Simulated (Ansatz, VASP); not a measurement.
# LiNbO3 in VASP and in Ansatz

File POSCAR:

```
LiNbO3
1.0
    2.5941347349      1.4977243875      4.6740541930
   -2.5941347349      1.4977243875      4.6740541930
    0.0000000000     -2.9954487750      4.6740541930
Li Nb O
2 2 6
Direct
    0.7821703297      0.7821703297      0.7821703297
    0.2821703297      0.2821703297      0.2821703297
    0.5001763109      0.5001763109      0.5001763109
    1.0001763109      1.0001763109      0.0001763109
    0.6079877655      0.2196418006      0.8620237934
    0.8620237934      0.6079877655      0.2196418006
    0.1079877655      0.3620237934      0.7196418006
    0.2196418006      0.8620237934      0.6079877655
    0.7196418006      0.1079877655      0.3620237934
    0.3620237934      0.7196418006      0.1079877655
```

The input INCAR.step1:

```
PREC = Accurate
ENCUT = 520
ISMEAR = 0
SIGMA = 0.01
LREAL = False
LASPH = True
NELM = 100
NBANDS = 45
GGA = PE
ALGO = Normal
EDIFF = 1E-4
LWAVE = True
LCHARG = False
```

Contents of INCAR.step2:

```
PREC = Accurate
ENCUT = 520
EDIFF = 1E-7
ISMEAR = 0
SIGMA = 0.01
LREAL = False
LASPH = True
NELM = 100
ALGO = Normal
ISIF = 2
LWAVE = False
LCHARG = False
METAGGA = R2SCAN
LMIXTAU = True
NBANDS = 45
ISTART = 1
```

Contents of KPOINTS:

```
Automatic mesh
0
Gamma
  6 6 6
```

Input for Ansatz:

```yaml
crystal:
  lattice:
    - [2.5941347349, 1.4977243875, 4.674054193]
    - [-2.5941347349, 1.4977243875, 4.674054193]
    - [0.0, -2.995448775, 4.674054193]
  atoms:
    - { symbol: Li, position: [0.7821703297, 0.7821703297, 0.7821703297] }
    - { symbol: Li, position: [0.2821703297, 0.2821703297, 0.2821703297] }
    - { symbol: Nb, position: [0.5001763109, 0.5001763109, 0.5001763109] }
    - { symbol: Nb, position: [1.0001763109, 1.0001763109, 0.0001763109] }
    - { symbol: O, position: [0.6079877655, 0.2196418006, 0.8620237934] }
    - { symbol: O, position: [0.8620237934, 0.6079877655, 0.2196418006] }
    - { symbol: O, position: [0.1079877655, 0.3620237934, 0.7196418006] }
    - { symbol: O, position: [0.2196418006, 0.8620237934, 0.6079877655] }
    - { symbol: O, position: [0.7196418006, 0.1079877655, 0.3620237934] }
    - { symbol: O, position: [0.3620237934, 0.7196418006, 0.1079877655] }
kpoints:
  mp_grid: { grid: [6, 6, 6] }
hamiltonian:
  xc: r2scan
scf:
  occupations: { method: fixed }
  n_extra_bands: 6
output:
  forces: true
  stress: true
  eigenvalues: true
```

Alike in both runs: task single point; functional r2SCAN; k mesh 6 × 6 × 6; no spin polarisation.

|  | VASP | Ansatz |
| --- | --- | --- |
| version | VASP 6.6.1 | Ansatz 0.2.0 |
| potentials or method | VASP PAW PBE potentials, release 64 (Li_sv, Nb_sv, O) | plane waves, PAW |
| plane-wave cutoff (eV) | 520 | 500 |
| occupations | gaussian, width 0.01 eV | fixed |
| valence electrons in the cell | 68 | 68 |

VASP gave:

* gap on the k mesh at the Fermi level (eV): 3.88
* rms of the force components (eV/Å): 0.180

Problem. Estimate Ansatz's values.

Solution. gap on the k mesh at the Fermi level (eV): 3.89; rms of the force components (eV/Å): 0.190.

VASP's potentials were made for PBE, not for r2SCAN. Atom by atom the forces differ by 0.011 eV/Å (rms over components).

Noted on VASP's run: the cutoff is short for stress, so the pressure is rough.
